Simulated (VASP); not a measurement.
The system is InSb3.

```
Sb In
1.0
     4.80637    0.00000    0.00000
     0.00000    4.80637    0.00000
     0.00000    0.00000    4.80637
Sb In
3 1
Cartesian
  2.4032 2.4032 0.0000
  0.0000 2.4032 2.4032
  2.4032 0.0000 2.4032
  0.0000 0.0000 0.0000
```

| Quantity | Value |
| --- | --- |
| Program | VASP 6.6.1 |
| Task | relaxation of cell and atoms |
| Functional | PBEsol |
| Dispersion | D4 |
| Potentials or basis | VASP PAW PBE potentials, release 64 (Sb, In_d) |
| Cutoff | 600 eV |
| k mesh | 6 × 6 × 6 |
| Occupations | fermi-dirac, width 0.05 eV |
| Spin | no spin polarisation |

At the start: pressure -4.3 GPa; volume 27.76 Å³/atom.

Q: How do energy, volume and symmetry change on relaxing?

A: Over 3 steps the energy falls by 30.8 meV/atom and the volume is 25.63 Å³/atom (-7.7 %); space group Pm-3m (No. 221, to 0.1 Å) before and after.

Step by step:
```
step  energy change (eV)  largest force (eV/Å)  pressure (GPa)  volume (Å³)
   1              0.0000                0.0000           -4.31       111.03
   2             -0.1032                0.0000            2.13        99.46
   3             -0.1231                0.0000            0.01       102.54
```

Final structure:
```
Sb In
1.0
     4.68052    0.00000    0.00000
     0.00000    4.68052    0.00000
     0.00000    0.00000    4.68052
Sb In
3 1
Direct
  0.50000 0.50000 0.00000
  0.00000 0.50000 0.50000
  0.50000 0.00000 0.50000
  0.00000 0.00000 0.00000
```

Caveat: the PAW data sets were made with another functional, which shifts forces and pressure a little.
